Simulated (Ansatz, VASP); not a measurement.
# Cd: VASP beside Ansatz

```
CELL_PARAMETERS angstrom
0.00000 2.19841 2.19841
2.19841 0.00000 2.19841
2.19841 2.19841 0.00000
ATOMIC_POSITIONS crystal
Cd 0.00000 0.00000 0.00000
```

Alike in both runs: task relaxation of cell and atoms; functional PBEsol; k mesh 17 × 17 × 17; occupations fermi-dirac, width 0.08 eV; no spin polarisation.

```csv
,VASP,Ansatz
version,VASP 6.6.1,Ansatz 0.2.0
potentials or method,"VASP PAW PBE potentials, release 64 (Cd)","PAW with Ansatz's default frozen-core files, scalar-relativistic"
plane-wave cutoff (eV),600,420
valence electrons in the cell,12,20
```

Ansatz gave:

* relaxed volume (Å³/atom): 20.95
* relaxed cell length with the largest relative difference (Å): 3.094

**Question.** Which values does VASP return?

**Answer.** Relaxed volume (Å³/atom): 21.03; relaxed cell length with the largest relative difference (Å): 3.099.

VASP's potentials were made for PBE, not for PBEsol. VASP's potentials hold 12 valence electrons a cell and Ansatz's 20, so a difference there can come from the potentials and not from the codes.
